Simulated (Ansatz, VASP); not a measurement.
## One calculation of Al2O3, two programs

```
Al O
1.0
     2.53018    1.46080    4.47724
    -2.53018    1.46080    4.47724
     0.00000   -2.92160    4.47724
Al O
4 6
Direct
  0.85204 0.85204 0.85204
  0.64796 0.64796 0.64796
  0.14796 0.14796 0.14796
  0.35204 0.35204 0.35204
  0.05586 0.44414 0.75000
  0.75000 0.05586 0.44414
  0.44414 0.75000 0.05586
  0.94414 0.55586 0.25000
  0.25000 0.94414 0.55586
  0.55586 0.25000 0.94414
```

Alike in both runs: task single point; functional PBEsol; k mesh 6 × 6 × 6; occupations gaussian, width 0.05 eV; no spin polarisation.

|  | VASP | Ansatz |
| --- | --- | --- |
| version | VASP 6.6.1 | Ansatz 0.2.0 |
| potentials or method | VASP PAW PBE potentials, release 64 (Al, O), cutoff 520 eV | scalar-relativistic, plane waves, PAW |
| valence electrons in the cell | 48 | 48 |

VASP gave:

```
gap on the k mesh at the Fermi level (eV)                     : 4.14
least direct gap on the mesh (eV)                             : 4.14
pressure (GPa)                                                : -26.9
traceless stress, the component that is largest in VASP (GPa) : 6.93
rms of the force components (eV/Å)                            : 0.110
```

**Question.** Which values does Ansatz return?

**Answer.** gap on the k mesh at the Fermi level (eV): 4.14; least direct gap on the mesh (eV): 4.14; pressure (GPa): -26.9; traceless stress, the component that is largest in VASP (GPa): 6.93; rms of the force components (eV/Å): 0.109.

VASP's potentials were made for PBE, not for PBEsol, and Ansatz warns of the same on its side. Atom by atom the forces differ by 0.002 eV/Å (rms over components).
